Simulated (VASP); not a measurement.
# In3SbTe2 (P-3m1) in VASP: notebook

In3SbTe2 is run at these levels: PBE; tasks: single point, relaxation of cell and atoms.

All numbers are computed with VASP 6.6.1; they aren't measurements. Logs are shortened: lines on timing, memory, paths and dates and some standing lists are left out, and cuts for length are marked.

## Step 1: The cell of the first run

It takes space group P-3m1 (No. 164, trigonal). Conventional cell: a = 4.408 Å, b = 4.408 Å, c = 10.800 Å, α = 90.00°, β = 90.00°, γ = 120.00°. Within 4.1 Å of In (site symmetry -3m) lie 6 Te at 3.14 Å. Within 4.0 Å of In (site symmetry 3m) lie 3 Sb at 3.05 Å and 3 Te at 3.16 Å. Within 4.0 Å of Sb (site symmetry -3m) lie 6 In at 3.05 Å. Within 4.1 Å of Te (site symmetry 3m) lie 6 In at 3.14 to 3.16 Å.

## Step 2: Single point, PBE

INCAR reads:

```
ALGO = Normal ; EDIFF = 1E-6
ENCUT = 520 ; GGA = PE
ISIF = 2 ; ISMEAR = -1
LASPH = True ; LCHARG = False
LREAL = False ; LWAVE = False
NBANDS = 37 ; NELM = 100
PREC = Accurate ; SIGMA = 0.1
```

KPOINTS reads:

```
k-points
0
Gamma
  6 6 2
```

POSCAR reads:

```
In3SbTe2
1.0
    4.4080563782      0.0000000000      0.0000000000
   -2.2040281891      3.8174888049      0.0000000000
    0.0000000000      0.0000000000     10.7996445982
In Sb Te
3 1 2
Direct
    0.0000000000      0.0000000000      0.5000000000
    0.3333333333      0.6666666667      0.1549456239
    0.6666666667      0.3333333333      0.8450543761
    0.0000000000      0.0000000000      0.0000000000
    0.3333333333      0.6666666667      0.6709711419
    0.6666666667      0.3333333333      0.3290288581
```

Potentials or basis: VASP PAW PBE potentials, release 64 (In_d, Sb, Te).

Started as:

```console
$ cat potpaw_PBE.64/In_d/POTCAR potpaw_PBE.64/Sb/POTCAR potpaw_PBE.64/Te/POTCAR > POTCAR
$ mpirun -np 1 vasp_std > vasp.out
```

OUTCAR:

```text
EDIFF = 1E-6
   ENCUT = 520
   GGA = PE
   ISIF = 2
   ISMEAR = -1
   LASPH = True
   LREAL = False
   NELM = 100
   PREC = Accurate

 ion  position               nearest neighbor table
   1  0.000  0.000  0.500-   5 3.14   6 3.14   6 3.14   5 3.14   6 3.14   5 3.14
   2  0.333  0.667  0.155-   4 3.05   4 3.05   4 3.05   6 3.16   6 3.16   6 3.16
   3  0.667  0.333  0.845-   4 3.05   4 3.05   4 3.05   5 3.16   5 3.16   5 3.16
   4  0.000  0.000  0.000-   2 3.05   3 3.05   3 3.05   2 3.05   3 3.05   2 3.05
   5  0.333  0.667  0.671-   1 3.14   1 3.14   1 3.14   3 3.16   3 3.16   3 3.16
   6  0.667  0.333  0.329-   1 3.14   1 3.14   1 3.14   2 3.16   2 3.16   2 3.16

  LATTYP: Found a hexagonal cell.
 ALAT       =     4.4080563782
 C/A-ratio  =     2.4499787824

  Lattice vectors:

 A1 = (   4.4080563782,   0.0000000000,   0.0000000000)
 A2 = (  -2.2040281891,   3.8174888049,   0.0000000000)
 A3 = (   0.0000000000,   0.0000000000,  10.7996445982)

Analysis of symmetry for initial positions (statically):
=====================================================================
 Subroutine PRICEL returns:
 Original cell was already a primitive cell.

 Routine SETGRP: Setting up the symmetry group for a
 hexagonal supercell.

 Subroutine GETGRP returns: Found 12 space group operations
 (whereof 12 operations were pure point group operations)
 out of a pool of 24 trial point group operations.

The static configuration has the point symmetry D_3d.

Analysis of symmetry for dynamics (positions and initial velocities):
=====================================================================
 Subroutine PRICEL returns:
 Original cell was already a primitive cell.

 Routine SETGRP: Setting up the symmetry group for a
 hexagonal supercell.

 Subroutine GETGRP returns: Found 12 space group operations
 (whereof 12 operations were pure point group operations)
 out of a pool of 24 trial point group operations.

The dynamic configuration has the point symmetry D_3d.

 Subroutine INISYM returns: Found 12 space group operations
 (whereof 12 operations are pure point group operations),
 and found     1 'primitive' translations

----------------------------------------------------------------------------------------

                                     Primitive cell

  volume of cell :     181.7332

  direct lattice vectors                    reciprocal lattice vectors
     4.408056378  0.000000000  0.000000000     0.226857353  0.130976154  0.000000000
    -2.204028189  3.817488805  0.000000000     0.000000000  0.261952307  0.000000000
     0.000000000  0.000000000 10.799644598     0.000000000  0.000000000  0.092595640

  length of vectors
     4.408056378  4.408056378 10.799644598     0.261952307  0.261952307  0.092595640

  position of ions in fractional coordinates (direct lattice)
     0.000000000  0.000000000  0.500000000
     0.333333333  0.666666667  0.154945624
     0.666666667  0.333333333  0.845054376
     0.000000000  0.000000000  0.000000000
     0.333333333  0.666666667  0.670971142
     0.666666667  0.333333333  0.329028858

  ion indices of the primitive-cell ions
   primitive index   ion index
                 1           1
                 2           2
                 3           3
                 4           4
                 5           5
                 6           6

----------------------------------------------------------------------------------------

 KPOINTS: k-points

Automatic generation of k-mesh.
 Grid dimensions read from file:
 generate k-points for:    6    6    2

 Generating k-lattice:

  Cartesian coordinates                     Fractional coordinates (reciprocal lattice)
     0.037809559  0.021829359  0.000000000     0.166666667  0.000000000  0.000000000
     0.000000000  0.043658718  0.000000000     0.000000000  0.166666667  0.000000000
     0.000000000  0.000000000  0.046297820     0.000000000  0.000000000  0.500000000

  Length of vectors
     0.043658718  0.043658718  0.046297820

  Shift w.r.t. Gamma in fractional coordinates (k-lattice)
     0.000000000  0.000000000  0.000000000

 Subroutine IBZKPT returns following result:
 ===========================================

 Found     14 irreducible k-points:

 Following reciprocal coordinates:
            Coordinates               Weight
  0.000000  0.000000  0.000000      1.000000
  0.166667  0.000000  0.000000      6.000000
  0.333333 -0.000000  0.000000      6.000000
  0.500000 -0.000000  0.000000      3.000000
  0.166667  0.166667  0.000000      6.000000
  0.333333  0.166667  0.000000     12.000000
  0.333333  0.333333  0.000000      2.000000
  0.000000  0.000000  0.500000      1.000000
  0.166667  0.000000  0.500000      6.000000
  0.333333 -0.000000  0.500000      6.000000
  0.500000 -0.000000  0.500000      3.000000
  0.166667  0.166667  0.500000      6.000000
  0.333333  0.166667  0.500000     12.000000
  0.333333  0.333333  0.500000      2.000000
   k-points           NKPTS =     14   k-points in BZ     NKDIM =     14   number of bands    NBANDS=     37
   number of dos      NEDOS =    301   number of ions     NIONS =      6
   total plane-waves  NPLWV = 103680
   dimension x,y,z NGX =    36 NGY =   36 NGZ =   80
   dimension x,y,z NGXF=    72 NGYF=   72 NGZF=  160
   ions per type =               3   1   2
   NGX,Y,Z   is equivalent  to a cutoff of  13.58, 13.58, 12.31 a.u.
   NGXF,Y,Z  is equivalent  to a cutoff of  27.15, 27.15, 24.63 a.u.
 SYSTEM =  unknown system
   PREC   = accura    normal or accurate (medium, high low for compatibility)
   ISTART =      0    job   : 0-new  1-cont  2-samecut
   ICHARG =      2    charge: 1-file 2-atom 10-const
   ISPIN  =      1    spin polarized calculation?
   LNONCOLLINEAR =      F non collinear calculations
   LSORBIT =      F    spin-orbit coupling
   LASPH  =      T    aspherical Exc in radial PAW
   ENCUT  =  520.0 eV  38.22 Ry    6.18 a.u.   8.20  8.20 20.08*2*pi/ulx,y,z
   NELM   =    100;   NELMIN=  2; NELMDL= -5     # of ELM steps
   EDIFF  = 0.1E-05   stopping-criterion for ELM
   LREAL  =      F    real-space projection
   EDIFFG = 0.1E-04   stopping-criterion for IOM
   NSW    =      0    number of steps for IOM
   IBRION =     -1    ionic relax: 0-MD 1-quasi-New 2-CG
   NFREE  =      0    steps in history (QN), initial steepest desc. (CG)
   ISIF   =      2    stress and relaxation
   ISYM   =      2    0-nonsym 1-usesym 2-fastsym
   POTIM  = 0.5000    time-step for ionic-motion
   TEBEG  =    0.0;   TEEND  =   0.0 temperature during run
   PSTRESS=    0.0 pullay stress
   NELECT =      56.0000    total number of electrons
   NUPDOWN=      -1.0000    fix difference up-down
   EMIN   =  10.00;   EMAX   =-10.00  energy-range for DOS
   EFERMI =   0.00;   METHOD = LEGACY
   ISMEAR =    -1;   SIGMA  =   0.10  broadening in eV -4-tet -1-fermi 0-gaus
   EFERMI_NEDOS =   21; number of points for ismear=-14 and -15
   IALGO  =     38    algorithm
   IMIX   =      4    mixing-type and parameters
     AMIX     =   0.40;   BMIX     =  1.00
     AMIX_MAG =   1.60;   BMIX_MAG =  1.00
  volume/ion in A,a.u.               =      30.29       204.40
  Fermi-wavevector in a.u.,A,eV,Ry     =   1.105756  2.089576 16.635799  1.222697
  Thomas-Fermi vector in A             =   2.242248
   LORBIT       =      0    0 simple, 1 ext, 2 COOP (PROOUT), +10 PAW based schemes
   GGA     = PE    functional components
   LHFCALC =     F    Hartree Fock is set to
   AEXX    =    0.0000 exact exchange contribution
   IVDW    =     0    specifies the selected vdW correction
   LEPSILON=     F    determine dielectric tensor
   LRPA    =     F    only Hartree local field effects (RPA)
 non-spin polarized calculation
  energy-cutoff  :      520.00
  volume of cell :      181.73
 maximum number of plane-waves:      4942
 NGX is ok and might be reduce to    36
   NGX = 17   NGY = 17   NGZ = 41

 number of electron      56.0000007 magnetization

 Free energy of the ion-electron system (eV)
  ---------------------------------------------------
  ext. energy  EPLUGINS =         0.00000000
  ---------------------------------------------------
  free energy    TOTEN  =       -19.33162709 eV

  energy without entropy =      -19.25619723  energy(sigma->0) =      -19.29391216

 E-fermi :   6.4116     XC(G=0):  -9.5068

 val. band max:        6.3968223631   @ k =   0.1667   0.1667   0.5000
 cond. band min:       6.4140042108   @ k =   0.1667   0.0000   0.0000
 fundamental gap:      0.0171818477
 Fermi energy:         6.4115519764

 k-point     1 :       0.0000    0.0000    0.0000
  band No.  band energies     occupation
      1      -8.2278      2.00000
      2      -8.2278      2.00000
      3      -8.2134      2.00000
      4      -8.2134      2.00000
      5      -8.1979      2.00000
      6      -8.1979      2.00000
[... 29 lines left out ...]
     36       9.4965      0.00000
     37      11.8322      0.00000

 k-point     2 :       0.1667    0.0000    0.0000
  band No.  band energies     occupation
      1      -8.2535      2.00000
      2      -8.2281      2.00000
      3      -8.2271      2.00000
      4      -8.2081      2.00000
      5      -8.2079      2.00000
      6      -8.1967      2.00000
[... 29 lines left out ...]
     36      10.8610      0.00000
     37      11.1758      0.00000

 k-point     3 :       0.3333   -0.0000    0.0000
  band No.  band energies     occupation
      1      -8.3079      2.00000
      2      -8.2506      2.00000
      3      -8.2314      2.00000
      4      -8.2277      2.00000
      5      -8.2062      2.00000
      6      -8.1954      2.00000
[... 29 lines left out ...]
     36      10.6065      0.00000
     37      12.0034      0.00000
[... 361 lines left out ...]
 k-point    13 :       0.3333    0.1667    0.5000
  band No.  band energies     occupation
      1      -8.3021      2.00000
      2      -8.2852      2.00000
      3      -8.2492      2.00000
      4      -8.2178      2.00000
      5      -8.2049      2.00000
      6      -8.1975      2.00000
[... 29 lines left out ...]
     36      10.9929      0.00000
     37      11.3712      0.00000

 k-point    14 :       0.3333    0.3333    0.5000
  band No.  band energies     occupation
      1      -8.2865      2.00000
      2      -8.2786      2.00000
      3      -8.2786      2.00000
      4      -8.2127      2.00000
      5      -8.2101      2.00000
      6      -8.2101      2.00000
[... 29 lines left out ...]
     36      11.8331      0.00000
     37      12.4561      0.00000

------------------------ aborting loop because EDIFF is reached ----------------------------------------

  FORCE on cell =-STRESS in cart. coord.  units (eV):
  Direction    XX          YY          ZZ          XY          YZ          ZX
  --------------------------------------------------------------------------------------
  -------------------------------------------------------------------------------------
  Total        0.0143943      0.0143943     -0.0272967      0.0000000     -0.0000000      0.0000000
  in kB        0.1269018      0.1269018     -0.2406499      0.0000000     -0.0000000      0.0000000
  external PRESSURE =       0.0043846 kB  Pullay stress =       0.0000000 kB

 VOLUME and BASIS-vectors are now :
 -----------------------------------------------------------------------------
  energy-cutoff  :      520.00
  volume of cell :      181.73
      direct lattice vectors                 reciprocal lattice vectors
     4.408056378  0.000000000  0.000000000     0.226857353  0.130976154  0.000000000
    -2.204028189  3.817488805  0.000000000     0.000000000  0.261952307  0.000000000
     0.000000000  0.000000000 10.799644598     0.000000000  0.000000000  0.092595640

 POSITION                                       TOTAL-FORCE (eV/Angst)
 -----------------------------------------------------------------------------------
      0.00000      0.00000      5.39982         0.000000      0.000000      0.000000
     -0.00000      2.54499      1.67336        -0.000000      0.000000     -0.008760
      2.20403      1.27250      9.12629         0.000000     -0.000000      0.008760
      0.00000      0.00000      0.00000         0.000000      0.000000      0.000000
     -0.00000      2.54499      7.24625        -0.000000     -0.000000     -0.000462
      2.20403      1.27250      3.55339         0.000000      0.000000      0.000462
 -----------------------------------------------------------------------------------
    total drift:                               -0.000000      0.000000      0.000000

  FREE ENERGIE OF THE ION-ELECTRON SYSTEM (eV)
  ---------------------------------------------------
  free  energy   TOTEN  =       -19.3316270869 eV

  energy  without entropy=      -19.2561972314  energy(sigma->0) =      -19.29391216
```

Wall time 2 min (1 thread of Intel Xeon Platinum 8259CL at 2.50GHz (Skylake/Cascade Lake), shared host); peak memory 0.35 GiB.

Results:

```yaml
Free_energy: -19.3316 eV
Pressure: 0.0 GPa
Largest_force: 0.009 eV/Å
Band_gap_on_the_k_mesh: zero (band 28 reaches 7.11 eV, above the bottom of band 29 at 5.73 eV)
```

Forces in eV/Å, atoms in the order of the input:
```
In   0.000  0.000  0.000
In   0.000  0.000 -0.009
In   0.000  0.000  0.009
Sb   0.000  0.000  0.000
Te   0.000  0.000  0.000
Te   0.000  0.000  0.000
```

Caveat: spin-orbit coupling is left out, which moves the levels of the heavy elements.

## Step 3: Relaxation of cell and atoms, PBE

This run uses another cell than the first one, of 30.44 Å³/atom, 1.005 times its volume.

INCAR reads:

```
  ALGO = Normal
  EDIFF = 1E-6
  EDIFFG = -0.05
  ENCUT = 600
  GGA = PE
  IBRION = 2
  ISIF = 3
  ISMEAR = -1
  LASPH = T
  LCHARG = F
  LREAL = F
  LWAVE = F
  NELM = 80
  NSW = 100
  PREC = Accurate
  SIGMA = 0.1
```

KPOINTS is that of step 2.

POSCAR reads:

```
In3SbTe2
1.0
    4.4280963200      0.0000000000      0.0000000000
   -2.2140481600      3.8348439100      0.0000000000
    0.0000000000      0.0000000000     10.7564470000
In Sb Te
3 1 2
Direct
    0.0000000000      0.0000000000      0.5000000000
    0.3333333306      0.6666666701      0.1569259998
    0.6666666694      0.3333333299      0.8430740002
    0.0000000000      0.0000000000      0.0000000000
    0.3333333306      0.6666666701      0.6716860000
    0.6666666694      0.3333333299      0.3283140000
```

Potentials or basis: VASP PAW PBE potentials, release 64 (In_d, Sb, Te).

Started as:

```console
$ cat potpaw_PBE.64/In_d/POTCAR potpaw_PBE.64/Sb/POTCAR potpaw_PBE.64/Te/POTCAR > POTCAR
$ mpirun -np 1 vasp_std > vasp.out
```

It took 6.9 min on 1 thread of Intel Xeon Platinum 8259CL at 2.50GHz (Skylake/Cascade Lake), shared host; peak memory 0.41 GiB.

Results (log left out):

```
Free energy                            : -19.3314 eV
Relaxed volume                         : 30.26 Å³/atom
Relaxed cell                           : a = 4.408 Å, b = 4.408 Å, c = 10.790 Å, α = 90.00°, β = 90.00°, γ = 120.00°
Space group after relaxing (to 0.05 Å) : P-3m1 (No. 164)
Energy gained by relaxing              : 0.6 meV/atom
Ionic steps                            : 4
Pressure after relaxing                : 0.1 GPa
Largest force after relaxing           : 0.039 eV/Å
Band gap on the k mesh                 : zero (band 28 reaches 7.12 eV, above the bottom of band 29 at 5.75 eV)
```

Forces in eV/Å, atoms in the order of the input:
```
In   0.000  0.000  0.000
In   0.000  0.000 -0.039
In   0.000  0.000  0.039
Sb   0.000  0.000  0.000
Te   0.000  0.000 -0.012
Te   0.000  0.000  0.012
```

The path:
| step | energy change (eV) | largest force (eV/Å) | pressure (GPa) | volume (Å³) |
| --- | --- | --- | --- | --- |
| 1 | 0.0000 | 0.1079 | -0.19 | 182.66 |
| 2 | -0.0022 | 0.0834 | 0.03 | 181.71 |
| 3 | -0.0026 | 0.0676 | 0.16 | 181.12 |
| 4 | -0.0038 | 0.0390 | 0.06 | 181.58 |

Final structure:
```
In Sb Te
1.0
     4.40810    0.00000    0.00000
    -2.20405    3.81753    0.00000
     0.00000    0.00000   10.79009
In Sb Te
3 1 2
Direct
  0.00000 0.00000 0.50000
  0.33333 0.66667 0.15557
  0.66667 0.33333 0.84443
  0.00000 0.00000 0.00000
  0.33333 0.66667 0.67127
  0.66667 0.33333 0.32873
```

Levels at points of the mesh, in eV from the Fermi level:
| k point | band 26 | band 27 | band 28 | band 29 | band 30 | band 31 |
| --- | --- | --- | --- | --- | --- | --- |
| (0.00, 0.00, 0.00) | -1.08 | -0.17 | -0.17 | 1.31 | 1.37 | 2.65 |
| (0.50, 0.00, 0.00) | -1.88 | -1.79 | -1.16 | -0.02 | 0.30 | 3.02 |
| (0.00, 0.00, 0.50) | -0.16 | -0.16 | 0.32 | 0.56 | 1.56 | 2.17 |
| (0.50, 0.00, 0.50) | -1.71 | -1.41 | -0.67 | -0.67 | 1.52 | 2.18 |

Caveat: spin-orbit coupling is left out, which moves the levels of the heavy elements; the relaxation stopped at a loose force limit of 0.05 eV/Å, so its end isn't a converged minimum.
